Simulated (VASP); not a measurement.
Input of a VASP 6.6.1 run:

Contents of INCAR:

```
SYSTEM = TiAl
ALGO = Fast
EDIFF = 1E-6
ENCUT = 520
GGA = PE
ISIF = 2
ISMEAR = 0
LASPH = .TRUE.
LCHARG = .FALSE.
LREAL = .FALSE.
LWAVE = .FALSE.
NBANDS = 14
NELM = 100
PREC = Accurate
SIGMA = 0.1
```

The input KPOINTS:

```
k-points
0
G
  12 12 12
  0 0 0
```

POSCAR

```
TiAl
1.0
    3.3129025944      0.0063263374      0.0635812800
    0.0063263374      3.3261592913     -0.0063263374
    0.0635812800     -0.0063263374      3.3129025944
Ti Al
1 1
Direct
    0.0194732475     -0.0383130102     -0.0194732475
    0.4805267525      0.5383130102      0.5194732475
```

Potentials or basis: VASP PAW PBE potentials, release 64 (Ti_sv, Al).

The run is started by

```console
$ cat potpaw_PBE.64/Ti_sv/POTCAR potpaw_PBE.64/Al/POTCAR > POTCAR
$ mpirun -np 1 vasp_std > vasp.out
```

Q: Predict the pressure.

A: -7.4 GPa.

Q: Predict the band gap on the k mesh.

A: Zero (an odd number of electrons rules out a gap without spin polarisation).

Stress tensor (GPa, compression positive):
```
-7.11 -2.22 -3.14
-2.22 -8.06  2.22
-3.14  2.22 -7.11
```

Caveat: the cell differs from its parent crystal (strained and its atoms moved); the cell stands under tension; forces of over 1 eV/Å act on the atoms, so gaps and moduli don't describe the material at rest.
